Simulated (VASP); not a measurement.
Wanted: the native input for a VASP 6.6.1 run.

| Quantity | Value |
| --- | --- |
| Task | relaxation of cell and atoms |
| Functional | r2SCAN |
| Dispersion | rVV10 |
| Potentials or basis | VASP PAW PBE potentials, release 64 (B, P) |
| Cutoff | 600 eV |
| k mesh | 12 × 12 × 6 |
| Occupations | fermi-dirac, width 0.03 eV |
| Spin | no spin polarisation |
| Dipole correction | no |
| Further INCAR settings | ALGO = Normal; EDIFF = 1e-06; IBRION = 2; EDIFFG = -0.01; NSW = 100; ISIF = 3 |

BP:

```
B P
1.0
     3.04964    0.00000    0.00000
    -1.52482    2.64107    0.00000
     0.00000    0.00000    5.00164
B P
2 2
Cartesian
  0.0000 0.0000 0.0000
  0.0000 0.0000 2.5008
  0.0000 1.7607 1.2504
  1.5248 0.8804 3.7512
```

These files were run (other wordings do the same):

POSCAR

```
BP
1.0
    3.0496435629      0.0000000000      0.0000000000
   -1.5248217815      2.6410687980      0.0000000000
    0.0000000000      0.0000000000      5.0016391063
B P
2 2
Direct
    0.0000000000      0.0000000000      0.0000000000
    0.0000000000      0.0000000000      0.5000000000
    0.3333333333      0.6666666667      0.2500000000
    0.6666666667      0.3333333333      0.7500000000
```

INCAR.step1

```
SYSTEM = BP
  ALGO = Normal
  EDIFF = 1E-4
  ENCUT = 600
  GGA = PE
  ISMEAR = -1
  LASPH = .True.
  LCHARG = .False.
  LREAL = .False.
  LWAVE = .True.
  NELM = 60
  PREC = Accurate
  SIGMA = 0.03
```

INCAR.step2

```
SYSTEM = BP
  ALGO = Normal
  BPARAM = 11.95
  CPARAM = 0.0093
  EDIFF = 1E-6
  EDIFFG = -0.01
  ENCUT = 600
  IBRION = 2
  ISIF = 3
  ISMEAR = -1
  ISTART = 1
  IVDW_NL = 2
  LASPH = .True.
  LCHARG = .False.
  LMIXTAU = .True.
  LREAL = .False.
  LUSE_VDW = .True.
  LWAVE = .False.
  METAGGA = R2SCAN
  NELM = 60
  NSW = 100
  PREC = Accurate
  SIGMA = 0.03
```

KPOINTS

```
k-points
0
Gamma
  12 12 6
  0 0 0
```

Potentials or basis: VASP PAW PBE potentials, release 64 (B, P).

Run with:

```bash
$ cat potpaw_PBE.64/B/POTCAR potpaw_PBE.64/P/POTCAR > POTCAR
$ cp INCAR.step1 INCAR
$ mpirun -np 1 vasp_std > vasp.out
$ cp INCAR.step2 INCAR
$ mpirun -np 1 vasp_std > vasp.out
```

Results of the run:

```
Relaxed volume                        : 10.27 Å³/atom
Relaxed cell                          : a = 3.063 Å, b = 3.063 Å, c = 5.059 Å, α = 90.00°, β = 90.00°, γ = 120.00°
Space group after relaxing (to 0.1 Å) : P6_3/mmc (No. 194)
Energy gained by relaxing             : 2.2 meV/atom
Ionic steps                           : 5
Pressure after relaxing               : -0.1 GPa
Band gap on the k mesh                : zero (bands 8 and 9 overlap by 6.20 eV)
```

Caveat: the PAW data sets were made with another functional, which shifts forces and pressure a little.

Wall time 13 min on 1 thread of Intel Xeon 8259CL, with other jobs on the host, peak memory 0.3 GiB.
